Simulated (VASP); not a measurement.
# Si3B4 (P-6) in VASP: single point with PBE

Aim: the single point of Si3B4 with PBE.

Everything below comes from runs of VASP 6.6.1. Logs are shortened: lines on timing, memory, paths and dates and some standing lists are left out, and cuts for length are marked.

### 1 The cell of the first run

It takes space group P-6 (No. 174, hexagonal). Conventional cell: a = 5.033 Å, b = 5.033 Å, c = 4.413 Å, α = 90.00°, β = 90.00°, γ = 120.00°. Within 2.7 Å of Si (site symmetry m) lie 5 B at 1.98 to 2.70 Å and 4 Si at 2.68 Å. B (site symmetry 3) has 1 B at 1.61 Å and 3 Si at 2.09 Å within 2.1 Å. B (site symmetry -6) has 6 Si at 2.70 Å and 12 B at 3.02 to 3.65 Å within 3.7 Å. Within 2.6 Å of B (site symmetry -6) lie 3 Si at 1.98 Å.

The cell was built from a structure type or drawn by symmetry, and may not be a known phase.

### 2 Single point, PBE

The input, INCAR:

```
SYSTEM = Si3B4
PREC     = Accurate       ! precision mode
ENCUT    = 500            ! plane-wave cutoff, eV
EDIFF    = 1E-6           ! SCF threshold, eV
ISMEAR   = 0              ! smearing method
SIGMA    = 0.2            ! smearing width, eV
LREAL    = .False.        ! projectors in reciprocal space
LASPH    = .True.         ! aspherical terms in the spheres
NELM     = 120            ! most SCF steps
ALGO     = Normal         ! electronic algorithm
ISIF     = 2              ! what is computed and relaxed
LWAVE    = .False.        ! write WAVECAR
LCHARG   = .False.        ! write CHGCAR
GGA      = PE             ! functional
NBANDS   = 21             ! bands
GGA_COMPAT= .False.
```

The input, KPOINTS:

```
regular mesh
0
Gamma
  4 4 3
  0 0 0
```

The input, POSCAR:

```
Si3B4
1.0
    5.0325278193      0.0000000000      0.0000000000
   -2.5162639097      4.3582969368      0.0000000000
    0.0000000000      0.0000000000      4.4128716650
Si B
3 4
Direct
    0.0002689755      0.3940674603      0.5000000000
    0.6059325397      0.6062015152      0.5000000000
    0.3937984848      0.9997310245      0.5000000000
    0.3333333333      0.6666666667      0.1827155447
    0.3333333333      0.6666666667      0.8172844553
    0.6666666667      0.3333333333      0.0000000000
    0.0000000000      0.0000000000      0.5000000000
```

Potentials or basis: VASP PAW PBE potentials, release 64 (Si, B).

Started as:

```console
cat potpaw_PBE.64/Si/POTCAR potpaw_PBE.64/B/POTCAR > POTCAR
mpirun -np 1 vasp_std > vasp.out
```

OUTCAR:

```text
SYSTEM = Si3B4
   PREC = Accurate
   ENCUT = 500
   EDIFF = 1E-6
   ISMEAR = 0
   LREAL = .False.
   LASPH = .True.
   NELM = 120
   ISIF = 2
   GGA = PE

 ion  position               nearest neighbor table
   1  0.000  0.394  0.500-   7 1.98   5 2.09   4 2.09   2 2.68   3 2.68   3 2.68   2 2.68
   2  0.606  0.606  0.500-   7 1.98   5 2.09   4 2.09   1 2.68   3 2.68   1 2.68   3 2.68
   3  0.394  1.000  0.500-   7 1.98   5 2.09   4 2.09   1 2.68   2 2.68   1 2.68   2 2.68
   4  0.333  0.667  0.183-   5 1.61   3 2.09   1 2.09   2 2.09
   5  0.333  0.667  0.817-   4 1.61   3 2.09   1 2.09   2 2.09
   6  0.667  0.333  0.000-
   7  0.000  0.000  0.500-   3 1.98   2 1.98   1 1.98

  LATTYP: Found a hexagonal cell.
 ALAT       =     5.0325278193
 C/A-ratio  =     0.8768698005

  Lattice vectors:

 A1 = (   5.0325278193,   0.0000000000,   0.0000000000)
 A2 = (  -2.5162639097,   4.3582969368,   0.0000000000)
 A3 = (   0.0000000000,   0.0000000000,   4.4128716650)

Analysis of symmetry for initial positions (statically):
=====================================================================
 Subroutine PRICEL returns:
 Original cell was already a primitive cell.

 Routine SETGRP: Setting up the symmetry group for a
 hexagonal supercell.

 Subroutine GETGRP returns: Found  6 space group operations
 (whereof  6 operations were pure point group operations)
 out of a pool of 24 trial point group operations.

The static configuration has the point symmetry C_3h.

Analysis of symmetry for dynamics (positions and initial velocities):
=====================================================================
 Subroutine PRICEL returns:
 Original cell was already a primitive cell.

 Routine SETGRP: Setting up the symmetry group for a
 hexagonal supercell.

 Subroutine GETGRP returns: Found  6 space group operations
 (whereof  6 operations were pure point group operations)
 out of a pool of 24 trial point group operations.

The dynamic configuration has the point symmetry C_3h.

 Subroutine INISYM returns: Found  6 space group operations
 (whereof  6 operations are pure point group operations),
 and found     1 'primitive' translations

----------------------------------------------------------------------------------------

                                     Primitive cell

  volume of cell :      96.7886

  direct lattice vectors                    reciprocal lattice vectors
     5.032527819  0.000000000  0.000000000     0.198707297  0.114723711  0.000000000
    -2.516263910  4.358296937  0.000000000     0.000000000  0.229447423  0.000000000
     0.000000000  0.000000000  4.412871665     0.000000000  0.000000000  0.226609808

  length of vectors
     5.032527819  5.032527819  4.412871665     0.229447423  0.229447423  0.226609808

  position of ions in fractional coordinates (direct lattice)
     0.000268975  0.394067460  0.500000000
     0.605932540  0.606201515  0.500000000
     0.393798485  0.999731025  0.500000000
     0.333333333  0.666666667  0.182715545
     0.333333333  0.666666667  0.817284455
     0.666666667  0.333333333  0.000000000
     0.000000000  0.000000000  0.500000000

  ion indices of the primitive-cell ions
   primitive index   ion index
                 1           1
                 2           2
                 3           3
                 4           4
                 5           5
                 6           6
                 7           7

----------------------------------------------------------------------------------------

 KPOINTS: regular mesh

Automatic generation of k-mesh.
 Grid dimensions read from file:
 generate k-points for:    4    4    3

 Generating k-lattice:

  Cartesian coordinates                     Fractional coordinates (reciprocal lattice)
     0.049676824  0.028680928  0.000000000     0.250000000 -0.000000000  0.000000000
     0.000000000  0.057361856  0.000000000     0.000000000  0.250000000  0.000000000
     0.000000000  0.000000000  0.075536603     0.000000000  0.000000000  0.333333333

  Length of vectors
     0.057361856  0.057361856  0.075536603

  Shift w.r.t. Gamma in fractional coordinates (k-lattice)
     0.000000000  0.000000000  0.000000000

 Subroutine IBZKPT returns following result:
 ===========================================

 Found      8 irreducible k-points:

 Following reciprocal coordinates:
            Coordinates               Weight
  0.000000  0.000000  0.000000      1.000000
  0.250000  0.000000  0.000000      6.000000
  0.500000  0.000000  0.000000      3.000000
  0.250000  0.250000  0.000000      6.000000
  0.000000  0.000000  0.333333      2.000000
  0.250000  0.000000  0.333333     12.000000
  0.500000  0.000000  0.333333      6.000000
  0.250000  0.250000  0.333333     12.000000
   k-points           NKPTS =      8   k-points in BZ     NKDIM =      8   number of bands    NBANDS=     21
   number of dos      NEDOS =    301   number of ions     NIONS =      7
   total plane-waves  NPLWV =  51200
   dimension x,y,z NGX =    40 NGY =   40 NGZ =   32
   dimension x,y,z NGXF=    80 NGYF=   80 NGZF=   64
   ions per type =               3   4
   NGX,Y,Z   is equivalent  to a cutoff of  13.21, 13.21, 12.06 a.u.
   NGXF,Y,Z  is equivalent  to a cutoff of  26.43, 26.43, 24.11 a.u.
 SYSTEM =  Si3B4
   PREC   = accura    normal or accurate (medium, high low for compatibility)
   ISTART =      0    job   : 0-new  1-cont  2-samecut
   ICHARG =      2    charge: 1-file 2-atom 10-const
   ISPIN  =      1    spin polarized calculation?
   LNONCOLLINEAR =      F non collinear calculations
   LSORBIT =      F    spin-orbit coupling
   LASPH  =      T    aspherical Exc in radial PAW
   ENCUT  =  500.0 eV  36.75 Ry    6.06 a.u.   9.18  9.18  8.05*2*pi/ulx,y,z
   NELM   =    120;   NELMIN=  2; NELMDL= -5     # of ELM steps
   EDIFF  = 0.1E-05   stopping-criterion for ELM
   LREAL  =      F    real-space projection
   EDIFFG = 0.1E-04   stopping-criterion for IOM
   NSW    =      0    number of steps for IOM
   IBRION =     -1    ionic relax: 0-MD 1-quasi-New 2-CG
   NFREE  =      0    steps in history (QN), initial steepest desc. (CG)
   ISIF   =      2    stress and relaxation
   ISYM   =      2    0-nonsym 1-usesym 2-fastsym
   POTIM  = 0.5000    time-step for ionic-motion
   TEBEG  =    0.0;   TEEND  =   0.0 temperature during run
   PSTRESS=    0.0 pullay stress
   NELECT =      24.0000    total number of electrons
   NUPDOWN=      -1.0000    fix difference up-down
   EMIN   =  10.00;   EMAX   =-10.00  energy-range for DOS
   EFERMI =   0.00;   METHOD = LEGACY
   ISMEAR =     0;   SIGMA  =   0.20  broadening in eV -4-tet -1-fermi 0-gaus
   EFERMI_NEDOS =   21; number of points for ismear=-14 and -15
   IALGO  =     38    algorithm
   IMIX   =      4    mixing-type and parameters
     AMIX     =   0.40;   BMIX     =  1.00
     AMIX_MAG =   1.60;   BMIX_MAG =  1.00
  volume/ion in A,a.u.               =      13.83        93.31
  Fermi-wavevector in a.u.,A,eV,Ry     =   1.028499  1.943581 14.392377  1.057810
  Thomas-Fermi vector in A             =   2.162498
   LORBIT       =      0    0 simple, 1 ext, 2 COOP (PROOUT), +10 PAW based schemes
   GGA     = PE    functional components
   LHFCALC =     F    Hartree Fock is set to
   AEXX    =    0.0000 exact exchange contribution
   IVDW    =     0    specifies the selected vdW correction
   LEPSILON=     F    determine dielectric tensor
   LRPA    =     F    only Hartree local field effects (RPA)
 non-spin polarized calculation
 Gauss-broadening in eV      SIGMA  =   0.20
  energy-cutoff  :      500.00
  volume of cell :       96.79
 maximum number of plane-waves:      2464
 NGX is ok and might be reduce to    40
   NGX = 19   NGY = 19   NGZ = 17

 number of electron      23.9999999 magnetization

 Free energy of the ion-electron system (eV)
  ---------------------------------------------------
  ext. energy  EPLUGINS =         0.00000000
  ---------------------------------------------------
  free energy    TOTEN  =       -35.35810000 eV

  energy without entropy =      -35.29825410  energy(sigma->0) =      -35.32817705

 E-fermi :   5.1800     XC(G=0):  -9.8975

 val. band max:        5.0815573209   @ k =   0.2500   0.2500   0.3333
 cond. band min:       5.2201129984   @ k =   0.5000   0.0000   0.0000
 fundamental gap:      0.1385556774
 Fermi energy:         5.1799848993

 k-point     1 :       0.0000    0.0000    0.0000
  band No.  band energies     occupation
      1      -8.0419      2.00000
      2      -2.4588      2.00000
      3      -1.4073      2.00000
      4      -1.1966      2.00000
      5      -1.1966      2.00000
      6      -0.6654      2.00000
[... 13 lines left out ...]
     20      10.3296      0.00000
     21      12.3162      0.00000

 k-point     2 :       0.2500    0.0000    0.0000
  band No.  band energies     occupation
      1      -7.6556      2.00000
      2      -4.0970      2.00000
      3      -2.4107      2.00000
      4      -1.7167      2.00000
      5      -0.5800      2.00000
      6      -0.3488      2.00000
[... 13 lines left out ...]
     20      11.1993      0.00000
     21      11.3772      0.00000

 k-point     3 :       0.5000    0.0000    0.0000
  band No.  band energies     occupation
      1      -6.9378      2.00000
      2      -5.5211      2.00000
      3      -2.8477      2.00000
      4      -2.0828      2.00000
      5      -0.3422      2.00000
      6       0.1651      2.00000
[... 13 lines left out ...]
     20      11.0043      0.00000
     21      11.5887      0.00000
[... 73 lines left out ...]
 k-point     7 :       0.5000    0.0000    0.3333
  band No.  band energies     occupation
      1      -6.5635      2.00000
      2      -5.1373      2.00000
      3      -2.8782      2.00000
      4      -2.5349      2.00000
      5      -1.7315      2.00000
      6      -1.0948      2.00000
[... 13 lines left out ...]
     20      11.4359      0.00000
     21      11.9449      0.00000

 k-point     8 :       0.2500    0.2500    0.3333
  band No.  band energies     occupation
      1      -6.6325      2.00000
      2      -4.6073      2.00000
      3      -3.8295      2.00000
      4      -2.8892      2.00000
      5      -1.1513      2.00000
      6       0.5925      2.00000
[... 13 lines left out ...]
     20      11.3646      0.00000
     21      11.9035      0.00000

------------------------ aborting loop because EDIFF is reached ----------------------------------------

  FORCE on cell =-STRESS in cart. coord.  units (eV):
  Direction    XX          YY          ZZ          XY          YZ          ZX
  --------------------------------------------------------------------------------------
  -------------------------------------------------------------------------------------
  Total       -0.1130866     -0.1130866      0.0241757      0.0000001      0.0000000      0.0000000
  in kB       -1.8719631     -1.8719631      0.4001893      0.0000012      0.0000000      0.0000000
  external PRESSURE =      -1.1145790 kB  Pullay stress =       0.0000000 kB

 VOLUME and BASIS-vectors are now :
 -----------------------------------------------------------------------------
  energy-cutoff  :      500.00
  volume of cell :       96.79
      direct lattice vectors                 reciprocal lattice vectors
     5.032527819  0.000000000  0.000000000     0.198707297  0.114723711  0.000000000
    -2.516263910  4.358296937  0.000000000     0.000000000  0.229447423  0.000000000
     0.000000000  0.000000000  4.412871665     0.000000000  0.000000000  0.226609808

 POSITION                                       TOTAL-FORCE (eV/Angst)
 -----------------------------------------------------------------------------------
     -0.99022      1.71746      2.20644        -0.008813     -0.024487      0.000000
      1.52401      2.64201      2.20644         0.025613      0.004611     -0.000000
     -0.53379      4.35712      2.20644        -0.016800      0.019876     -0.000000
     -0.00000      2.90553      0.80630        -0.000000      0.000000     -0.007175
     -0.00000      2.90553      3.60657        -0.000000      0.000000      0.007175
      2.51626      1.45277      0.00000        -0.000000      0.000000      0.000000
      0.00000      0.00000      2.20644         0.000000     -0.000000      0.000000
 -----------------------------------------------------------------------------------
    total drift:                               -0.000000     -0.000000      0.000000

  FREE ENERGIE OF THE ION-ELECTRON SYSTEM (eV)
  ---------------------------------------------------
  free  energy   TOTEN  =       -35.3580999981 eV

  energy  without entropy=      -35.2982541032  energy(sigma->0) =      -35.32817705
```

Run time: 10 s. Hardware: 1 thread of Intel Xeon 6975P-C (Granite Rapids), shared host; peak memory 0.21 GiB.

What came out:

- Free energy: -35.3581 eV
- Pressure: -0.1 GPa
- Largest force: 0.026 eV/Å
- Band gap on the k mesh: zero (bands 12 and 13 overlap by 0.06 eV)

Forces in eV/Å, atoms in the order of the input:
```
Si  -0.009 -0.024  0.000
Si   0.026  0.005  0.000
Si  -0.017  0.020  0.000
B    0.000  0.000 -0.007
B    0.000  0.000  0.007
B    0.000  0.000  0.000
B    0.000  0.000  0.000
```

Caveat: the k points lie up to 0.47 Å⁻¹ apart.
